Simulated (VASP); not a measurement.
A run of VASP 6.6.1 is set up as follows.

INCAR

```
SYSTEM = BiSb4O
ALGO     = Normal         ! electronic algorithm
EDIFF    = 1E-6           ! SCF threshold, eV
ENCUT    = 520            ! plane-wave cutoff, eV
GGA      = PE             ! functional
ISIF     = 2              ! what is computed and relaxed
ISMEAR   = 0              ! smearing method
LASPH    = .TRUE.         ! aspherical terms in the spheres
LCHARG   = .FALSE.        ! write CHGCAR
LREAL    = .FALSE.        ! projectors in reciprocal space
LWAVE    = .FALSE.        ! write WAVECAR
NBANDS   = 30             ! bands
NELM     = 60             ! most SCF steps
PREC     = Accurate       ! precision mode
SIGMA    = 0.1            ! smearing width, eV
```

Contents of KPOINTS:

```
k-points
0
G
  6 6 2
  0 0 0
```

POSCAR

```
BiSb4O
1.0
    4.8149108500      0.0000000000      0.0000000000
   -2.4074554300      4.1698351100      0.0000000000
    0.0000000000      0.0000000000      8.7065137800
Sb Bi O
4 1 1
Direct
    0.3333333300      0.6666666700      0.7018995400
    0.6666666700      0.3333333300      0.7018995400
    0.6666666700      0.3333333300      0.2981004600
    0.3333333300      0.6666666700      0.2981004600
    0.0000000000      0.0000000000      0.5000000000
    0.0000000000      0.0000000000      0.0000000000
```

Potentials or basis: VASP PAW PBE potentials, release 64 (Sb, Bi_d, O).

Command:

```console
$ cat potpaw_PBE.64/Sb/POTCAR potpaw_PBE.64/Bi_d/POTCAR potpaw_PBE.64/O/POTCAR > POTCAR
$ mpirun -np 1 vasp_std > vasp.out
```

What does it give for the largest force?

0.751 eV/Å.

Estimate the pressure.

7.6 GPa.

Forces in eV/Å, atoms in the order of the input:
```
Sb   0.000  0.000  0.751
Sb   0.000  0.000  0.751
Sb   0.000  0.000 -0.751
Sb   0.000  0.000 -0.751
Bi   0.000  0.000  0.000
O    0.000  0.000  0.000
```

Caveat: the k points lie up to 0.36 Å⁻¹ apart; an odd number of electrons without spin polarisation forces a metal; a magnetic or distorted state may lie lower.
